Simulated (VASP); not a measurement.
# Pt in VASP: a series of runs

Runs on Pt. Level: PBE. Tasks: single point.

Program: VASP 6.6.1. These are calculated values, not measurements. Logs are shortened: lines on timing, memory, paths and dates and some standing lists are left out, and cuts for length are marked.

### Step 1. The cell of the first run

The cell holds a slab with vacuum, 2 atoms: a = 2.773 Å, b = 2.773 Å, c = 12.264 Å, α = 90.00°, β = 90.00°, γ = 60.00°.

### Step 2. Single point, PBE

INCAR

```
  PREC = Accurate
  ENCUT = 400
  EDIFF = 1E-6
  ISMEAR = 1
  SIGMA = 0.1
  LREAL = False
  LASPH = True
  NELM = 120
  ALGO = Normal
  ISIF = 2
  LWAVE = False
  LCHARG = False
  LDIPOL = True
  IDIPOL = 3
  DIPOL = 0.5 0.5 0.500
  GGA = PE
  NBANDS = 17
  GGA_COMPAT = False
  NELMDL = -8
```

KPOINTS

```
regular mesh
0
Gamma
  7 7 1
```

POSCAR

```
Pt
1.0
    2.7731313745      0.0000000000      0.0000000000
    1.3865656872      2.4016022183      0.0000000000
    0.0000000000      0.0000000000     12.2642522857
Pt
2
Direct
    0.0000000000      0.0000000000      0.4076889388
    0.3333333333      0.3333333333      0.5923110612
```

Potentials or basis: VASP PAW PBE potentials, release 64 (Pt).

Command:

```
$ cat potpaw_PBE.64/Pt/POTCAR > POTCAR
$ mpirun -np 1 vasp_std > vasp.out
```

OUTCAR:

```text
PREC = Accurate
   ENCUT = 400
   EDIFF = 1E-6
   ISMEAR = 1
   LREAL = False
   LASPH = True
   NELM = 120
   ISIF = 2
   GGA = PE
   NELMDL = -8

 ion  position               nearest neighbor table
   1  0.000  0.000  0.408-   2 2.77   2 2.77   2 2.77
   2  0.333  0.333  0.592-   1 2.77   1 2.77   1 2.77

  LATTYP: Found a hexagonal cell.
 ALAT       =     2.7731313744
 C/A-ratio  =     4.4225284091

  Lattice vectors:

 A1 = (  -1.3865656872,  -2.4016022183,   0.0000000000)
 A2 = (   2.7731313745,   0.0000000000,   0.0000000000)
 A3 = (   0.0000000000,   0.0000000000,  12.2642522857)

Analysis of symmetry for initial positions (statically):
=====================================================================
 Subroutine PRICEL returns:
 Original cell was already a primitive cell.

 Routine SETGRP: Setting up the symmetry group for a
 hexagonal supercell.

 Subroutine GETGRP returns: Found 12 space group operations
 (whereof  6 operations were pure point group operations)
 out of a pool of 24 trial point group operations.

The static configuration has the point symmetry C_3v.
 The point group associated with its full space group is D_3d.

Analysis of symmetry for dynamics (positions and initial velocities):
=====================================================================
 Subroutine PRICEL returns:
 Original cell was already a primitive cell.

 Routine SETGRP: Setting up the symmetry group for a
 hexagonal supercell.

 Subroutine GETGRP returns: Found 12 space group operations
 (whereof  6 operations were pure point group operations)
 out of a pool of 24 trial point group operations.

The dynamic configuration has the point symmetry C_3v.
 The point group associated with its full space group is D_3d.

 Subroutine INISYM returns: Found 12 space group operations
 (whereof  6 operations are pure point group operations),
 and found     1 'primitive' translations

----------------------------------------------------------------------------------------

                                     Primitive cell

  volume of cell :      81.6794

  direct lattice vectors                    reciprocal lattice vectors
     2.773131375  0.000000000  0.000000000     0.360603183 -0.208194345  0.000000000
     1.386565687  2.401602218  0.000000000     0.000000000  0.416388689  0.000000000
     0.000000000  0.000000000 12.264252286     0.000000000  0.000000000  0.081537788

  length of vectors
     2.773131375  2.773131374 12.264252286     0.416388689  0.416388689  0.081537788

  position of ions in fractional coordinates (direct lattice)
     0.000000000  0.000000000  0.407688939
     0.333333333  0.333333333  0.592311061

  ion indices of the primitive-cell ions
   primitive index   ion index
                 1           1
                 2           2

----------------------------------------------------------------------------------------

 KPOINTS: regular mesh

Automatic generation of k-mesh.
 Grid dimensions read from file:
 generate k-points for:    7    7    1

 Generating k-lattice:

  Cartesian coordinates                     Fractional coordinates (reciprocal lattice)
     0.051514740 -0.029742049  0.000000000     0.142857143  0.000000000  0.000000000
     0.000000000  0.059484098  0.000000000     0.000000000  0.142857143  0.000000000
     0.000000000  0.000000000  0.081537788     0.000000000  0.000000000  1.000000000

  Length of vectors
     0.059484098  0.059484098  0.081537788

  Shift w.r.t. Gamma in fractional coordinates (k-lattice)
     0.000000000  0.000000000  0.000000000

 Subroutine IBZKPT returns following result:
 ===========================================

 Found      8 irreducible k-points:

 Following reciprocal coordinates:
            Coordinates               Weight
  0.000000  0.000000  0.000000      1.000000
  0.142857 -0.000000  0.000000      6.000000
  0.285714  0.000000  0.000000      6.000000
  0.428571 -0.000000  0.000000      6.000000
  0.285714  0.142857  0.000000      6.000000
  0.428571  0.142857  0.000000     12.000000
 -0.428571  0.142857  0.000000      6.000000
 -0.428571  0.285714  0.000000      6.000000
   k-points           NKPTS =      8   k-points in BZ     NKDIM =      8   number of bands    NBANDS=     17
   number of dos      NEDOS =    301   number of ions     NIONS =      2
   total plane-waves  NPLWV =  25920
   dimension x,y,z NGX =    18 NGY =   18 NGZ =   80
   dimension x,y,z NGXF=    36 NGYF=   36 NGZF=  160
   ions per type =               2
   NGX,Y,Z   is equivalent  to a cutoff of  10.79, 10.79, 10.84 a.u.
   NGXF,Y,Z  is equivalent  to a cutoff of  21.58, 21.58, 21.69 a.u.
 SYSTEM =  unknown system
   PREC   = accura    normal or accurate (medium, high low for compatibility)
   ISTART =      0    job   : 0-new  1-cont  2-samecut
   ICHARG =      2    charge: 1-file 2-atom 10-const
   ISPIN  =      1    spin polarized calculation?
   LNONCOLLINEAR =      F non collinear calculations
   LSORBIT =      F    spin-orbit coupling
   LASPH  =      T    aspherical Exc in radial PAW
   ENCUT  =  400.0 eV  29.40 Ry    5.42 a.u.   4.52  4.52 20.00*2*pi/ulx,y,z
   NELM   =    120;   NELMIN=  2; NELMDL= -8     # of ELM steps
   EDIFF  = 0.1E-05   stopping-criterion for ELM
   LREAL  =      F    real-space projection
   EDIFFG = 0.1E-04   stopping-criterion for IOM
   NSW    =      0    number of steps for IOM
   IBRION =     -1    ionic relax: 0-MD 1-quasi-New 2-CG
   NFREE  =      0    steps in history (QN), initial steepest desc. (CG)
   ISIF   =      2    stress and relaxation
   ISYM   =      2    0-nonsym 1-usesym 2-fastsym
   POTIM  = 0.5000    time-step for ionic-motion
   TEBEG  =    0.0;   TEEND  =   0.0 temperature during run
   PSTRESS=    0.0 pullay stress
   NELECT =      20.0000    total number of electrons
   NUPDOWN=      -1.0000    fix difference up-down
   EMIN   =  10.00;   EMAX   =-10.00  energy-range for DOS
   EFERMI =   0.00;   METHOD = LEGACY
   ISMEAR =     1;   SIGMA  =   0.10  broadening in eV -4-tet -1-fermi 0-gaus
   EFERMI_NEDOS =   21; number of points for ismear=-14 and -15
   IALGO  =     38    algorithm
   IMIX   =      4    mixing-type and parameters
     AMIX     =   0.40;   BMIX     =  1.00
     AMIX_MAG =   1.60;   BMIX_MAG =  1.00
  volume/ion in A,a.u.               =      40.84       275.60
  Fermi-wavevector in a.u.,A,eV,Ry     =   1.024190  1.935439 14.272044  1.048966
  Thomas-Fermi vector in A             =   2.157964
   LORBIT       =      0    0 simple, 1 ext, 2 COOP (PROOUT), +10 PAW based schemes
   GGA     = PE    functional components
   LHFCALC =     F    Hartree Fock is set to
   AEXX    =    0.0000 exact exchange contribution
   IVDW    =     0    specifies the selected vdW correction
   LEPSILON=     F    determine dielectric tensor
   LRPA    =     F    only Hartree local field effects (RPA)
 non-spin polarized calculation
 Methfessel and Paxton  Order N= 1 SIGMA  =   0.10
  energy-cutoff  :      400.00
  volume of cell :       81.68
 maximum number of plane-waves:      1507
 NGX is ok and might be reduce to    18
   NGX =  9   NGY =  9   NGZ = 39

 number of electron      20.0000003 magnetization

 dipolmoment           0.000000      0.000000      0.000000 electrons x Angstroem

 Free energy of the ion-electron system (eV)
  ---------------------------------------------------
  ext. energy  EPLUGINS =         0.00000000
  ---------------------------------------------------
  free energy    TOTEN  =       -10.95758600 eV

  energy without entropy =      -10.94669591  energy(sigma->0) =      -10.95395597

 E-fermi :   0.4566     XC(G=0):  -6.4013

 val. band max:        0.4409387253   @ k =   0.1429  -0.0000   0.0000
 cond. band min:       0.4852158082   @ k =   0.4286   0.1429   0.0000
 fundamental gap:      0.0442770829
 Fermi energy:         0.4565591851

 k-point     1 :       0.0000    0.0000    0.0000
  band No.  band energies     occupation
      1      -7.9699      2.00000
      2      -6.3190      2.00000
      3      -2.8419      2.00000
      4      -2.7243      2.00000
      5      -2.7243      2.00000
      6      -2.5396      2.00000
      7      -2.5396      2.00000
      8      -0.9237      2.00000
      9      -0.5800      2.00000
     10      -0.5800      2.00000
     11       0.4259      1.49279
     12       0.4259      1.49279
     13       1.5301     -0.00000
     14       6.0155      0.00000
     15       6.7099      0.00000
     16      10.5386      0.00000
     17      11.7580      0.00000

 k-point     2 :       0.1429   -0.0000    0.0000
  band No.  band energies     occupation
      1      -7.2738      2.00000
      2      -5.6346      2.00000
      3      -3.1517      2.00000
      4      -3.0245      2.00000
      5      -2.6542      2.00000
      6      -2.2158      2.00000
      7      -2.0752      2.00000
      8      -1.6916      2.00000
      9      -0.7569      2.00000
     10      -0.7389      2.00000
     11       0.2635      2.01986
     12       0.4409      1.26084
     13       3.2993      0.00000
     14       6.6374      0.00000
     15       7.1340      0.00000
     16      11.1447      0.00000
     17      12.0322      0.00000

 k-point     3 :       0.2857    0.0000    0.0000
  band No.  band energies     occupation
      1      -5.9170      2.00000
      2      -4.9241      2.00000
      3      -3.9604      2.00000
      4      -2.8298      2.00000
      5      -2.3416      2.00000
      6      -2.0632      2.00000
      7      -1.6315      2.00000
      8      -0.8791      2.00000
      9      -0.8181      2.00000
     10      -0.3777      2.00000
     11       0.4166      1.61990
     12       1.3230     -0.00000
     13       5.6570      0.00000
     14       8.3317      0.00000
     15       8.4565      0.00000
     16      11.9873      0.00000
     17      12.7395      0.00000

 k-point     4 :       0.4286   -0.0000    0.0000
  band No.  band energies     occupation
      1      -5.5606      2.00000
      2      -5.3525      2.00000
      3      -4.5564      2.00000
      4      -3.0767      2.00000
      5      -1.8166      2.00000
      6      -1.0455      2.00000
      7      -0.5516      2.00000
      8       0.1554      2.00017
      9       0.7338     -0.00063
     10       0.8532     -0.00000
     11       1.0437     -0.00000
     12       3.1222      0.00000
     13       7.1122      0.00000
     14       7.6669      0.00000
     15       9.5649      0.00000
     16      10.5671      0.00000
     17      11.2306      0.00000

 k-point     5 :       0.2857    0.1429    0.0000
  band No.  band energies     occupation
      1      -6.1261      2.00000
      2      -4.5571      2.00000
      3      -3.6927      2.00000
      4      -3.4815      2.00000
      5      -2.9036      2.00000
      6      -2.3120      2.00000
      7      -1.6432      2.00000
      8      -0.9941      2.00000
      9      -0.9710      2.00000
     10      -0.3193      2.00000
     11       0.1346      2.00005
     12       1.1415     -0.00000
     13       5.0697      0.00000
     14       7.8527      0.00000
     15       7.9724      0.00000
     16      12.3023      0.00000
     17      12.5603      0.00000

 k-point     6 :       0.4286    0.1429    0.0000
  band No.  band energies     occupation
      1      -5.1328      2.00000
      2      -4.5831      2.00000
      3      -4.2040      2.00000
      4      -2.8727      2.00000
      5      -2.4469      2.00000
      6      -2.3057      2.00000
      7      -1.7213      2.00000
      8      -0.5540      2.00000
      9      -0.1785      2.00000
     10       0.4852      0.53635
     11       1.5099     -0.00000
     12       2.9736      0.00000
     13       7.3966      0.00000
     14       9.3370      0.00000
     15       9.8436      0.00000
     16      10.0341      0.00000
     17      11.6821      0.00000

 k-point     7 :      -0.4286    0.1429    0.0000
  band No.  band energies     occupation
      1      -5.0302      2.00000
      2      -4.9281      2.00000
      3      -4.4540      2.00000
      4      -2.9834      2.00000
      5      -2.3252      2.00000
      6      -1.2798      2.00000
      7      -1.0948      2.00000
      8      -0.1868      2.00000
      9       0.3255      2.06888
     10       0.3577      2.04785
     11       4.0182      0.00000
     12       4.7731      0.00000
     13       6.7847      0.00000
     14       6.8080      0.00000
     15      10.2945      0.00000
     16      11.3882      0.00000
     17      11.8961      0.00000

 k-point     8 :      -0.4286    0.2857    0.0000
  band No.  band energies     occupation
      1      -4.4117      2.00000
      2      -4.0224      2.00000
      3      -3.9675      2.00000
      4      -2.7560      2.00000
      5      -2.7148      2.00000
      6      -2.3198      2.00000
      7      -2.1943      2.00000
      8      -0.6710      2.00000
      9      -0.1314      2.00000
     10       0.4313      1.41277
     11       4.3987      0.00000
     12       6.2909      0.00000
     13       7.1839      0.00000
     14       8.2229      0.00000
     15       9.5097      0.00000
     16      11.3543      0.00000
     17      11.5686      0.00000

------------------------ aborting loop because EDIFF is reached ----------------------------------------

 vacuum level on the upper side and lower side of the slab       (xc-potential included)        -0.479        -0.479

  FORCE on cell =-STRESS in cart. coord.  units (eV):
  Direction    XX          YY          ZZ          XY          YZ          ZX
  --------------------------------------------------------------------------------------
  -------------------------------------------------------------------------------------
  Total       -3.1534230     -3.1534230      1.6758951      0.0000000     -0.0000000     -0.0000000
  in kB      -61.8557699    -61.8557699     32.8734144      0.0000000     -0.0000000     -0.0000000
  external PRESSURE =     -30.2793751 kB  Pullay stress =       0.0000000 kB

 VOLUME and BASIS-vectors are now :
 -----------------------------------------------------------------------------
  energy-cutoff  :      400.00
  volume of cell :       81.68
      direct lattice vectors                 reciprocal lattice vectors
     2.773131375  0.000000000  0.000000000     0.360603183 -0.208194345  0.000000000
     1.386565687  2.401602218  0.000000000     0.000000000  0.416388689  0.000000000
     0.000000000  0.000000000 12.264252286     0.000000000  0.000000000  0.081537788

 POSITION                                       TOTAL-FORCE (eV/Angst)
 -----------------------------------------------------------------------------------
      0.00000      0.00000      5.00000         0.000000      0.000000     -0.750453
      1.38657      0.80053      7.26425        -0.000000     -0.000000      0.750453
 -----------------------------------------------------------------------------------
    total drift:                                0.000000      0.000000      0.000000

  FREE ENERGIE OF THE ION-ELECTRON SYSTEM (eV)
  ---------------------------------------------------
  free  energy   TOTEN  =       -10.9575860023 eV

  energy  without entropy=      -10.9466959143  energy(sigma->0) =      -10.95395597

 vacuum level on the upper side and lower side of the slab         5.732         5.732
```

Wall time 12 s (1 thread of AMD EPYC 9R45 (Zen 5), shared host); peak memory 0.12 GiB.

What came out:

```yaml
Free_energy: -10.9576 eV
Largest_force: 0.750 eV/Å
Band_gap_on_the_k_mesh: zero (band 10 reaches 0.85 eV, above the bottom of band 11 at 0.13 eV)
```

Forces on the atoms (eV/Å):
```
Pt   0.000  0.000 -0.750
Pt   0.000  0.000  0.750
```

Caveat: the k points lie up to 0.37 Å⁻¹ apart; spin-orbit coupling is left out, which moves the levels of the heavy elements.

### Step 3. Single point, PBE

This run uses another cell than the first one, of 50.83 Å³/atom, 1.245 times its volume.

INCAR

```
SYSTEM = Pt
ALGO = Normal
DIPOL = 0.5 0.5 0.500
EDIFF = 1E-6
ENCUT = 400
GGA = PE
GGA_COMPAT = .False.
IDIPOL = 3
ISIF = 2
ISMEAR = 1
LASPH = .True.
LCHARG = .False.
LDIPOL = .True.
LREAL = .False.
LWAVE = .False.
NBANDS = 17
NELM = 120
NELMDL = -8
PREC = Accurate
SIGMA = 0.1
```

KPOINTS

```
k-points
0
Gamma
  7 7 1
  0 0 0
```

POSCAR

```
Pt
1.0
    2.7731313745      0.0000000000      0.0000000000
    1.3865656872      2.4016022183      0.0000000000
    0.0000000000      0.0000000000     15.2642522857
Pt
2
Direct
    0.0000000000      0.0000000000      0.4258315362
    0.3333333333      0.3333333333      0.5741684638
```

Potentials or basis: VASP PAW PBE potentials, release 64 (Pt).

Command:

```
$ cat potpaw_PBE.64/Pt/POTCAR > POTCAR
$ mpirun -np 1 vasp_std > vasp.out
```

Wall time 12 s (1 thread of AMD EPYC 9R45 (Zen 5), shared host); peak memory 0.13 GiB.

It converged, with:

```
Free energy            : -10.9582 eV
Largest force          : 0.751 eV/Å
Band gap on the k mesh : zero (band 10 reaches -0.37 eV, above the bottom of band 11 at -1.09 eV)
```

Forces on the atoms (eV/Å):
```
Pt   0.000  0.000 -0.751
Pt   0.000  0.000  0.751
```

Levels at points of the mesh, in eV from the Fermi level:
```
           k point  band 6  band 7  band 8  band 9  band 10  band 11  band 12  band 13  band 14  band 15
(0.00, 0.00, 0.00)   -3.00   -3.00   -1.38   -1.04    -1.04    -0.03    -0.03     1.08     5.49     5.66
```

Caveat: the k points lie up to 0.37 Å⁻¹ apart; spin-orbit coupling is left out, which moves the levels of the heavy elements.

### Step 4. Single point, PBE

This run uses another cell than the first one, of 60.82 Å³/atom, 1.489 times its volume.

INCAR

```
  ALGO = Normal
  DIPOL = 0.5 0.5 0.500
  EDIFF = 1E-6
  ENCUT = 400
  GGA = PE
  GGA_COMPAT = F
  IDIPOL = 3
  ISIF = 2
  ISMEAR = 1
  LASPH = T
  LCHARG = T
  LDIPOL = T
  LELF = T
  LREAL = F
  LVACPOTAV = T
  LVHAR = T
  LWAVE = F
  NBANDS = 17
  NELM = 120
  NELMDL = -8
  PREC = Accurate
  SIGMA = 0.1
```

KPOINTS

```
k-points
0
Gamma
  7 7 1
```

POSCAR

```
Pt
1.0
    2.7731313745      0.0000000000      0.0000000000
    1.3865656872      2.4016022183      0.0000000000
    0.0000000000      0.0000000000     18.2642522857
Pt
2
Direct
    0.0000000000      0.0000000000      0.4380140985
    0.3333333333      0.3333333333      0.5619859015
```

Command:

```
$ cat potpaw_PBE.64/Pt/POTCAR > POTCAR
$ mpirun -np 1 vasp_std > vasp.out
```

Wall time 17 s (1 thread of AMD EPYC 9R45 (Zen 5), shared host); peak memory 0.14 GiB.

The run converged. Its results:

| Property | Result |
| --- | --- |
| Free energy | -10.9585 eV |
| Largest force | 0.751 eV/Å |
| Band gap on the k mesh | zero (band 10 reaches -1.19 eV, above the bottom of band 11 at -1.90 eV) |

Forces in eV/Å, atoms in the order of the input:
```
Pt   0.000  0.000 -0.751
Pt   0.000  0.000  0.751
```

Levels at points of the mesh, in eV from the Fermi level:
```csv
k point,band 6,band 7,band 8,band 9,band 10,band 11,band 12,band 13,band 14,band 15
"(0.00, 0.00, 0.00)",-3.00,-3.00,-1.38,-1.04,-1.04,-0.03,-0.03,1.08,5.50,5.53
```

Caveat: the k points lie up to 0.37 Å⁻¹ apart; spin-orbit coupling is left out, which moves the levels of the heavy elements.

### Step 5. Overview

```tsv
cell	gap on the mesh (eV)	largest force (eV/Å)
a = 2.773, b = 2.773, c = 12.264 Å, angles 90.0, 90.0, 60.0°, 2 atoms	none	0.75
a = 2.773, b = 2.773, c = 15.264 Å, angles 90.0, 90.0, 60.0°, 2 atoms	none	0.75
a = 2.773, b = 2.773, c = 18.264 Å, angles 90.0, 90.0, 60.0°, 2 atoms	none	0.75
```

Alike in all rows: task single point; level PBE; potentials or basis VASP PAW PBE potentials, release 64 (Pt); no spin polarisation; k mesh 7 × 7 × 1; cutoff (eV) 400; smearing methfessel-paxton 0.1 eV.

Caveats: all runs use coarse meshes; spin-orbit coupling is left out, which moves the levels of the heavy elements.

Total energies depend on the potentials used, so only differences within one code and one set of settings carry meaning.
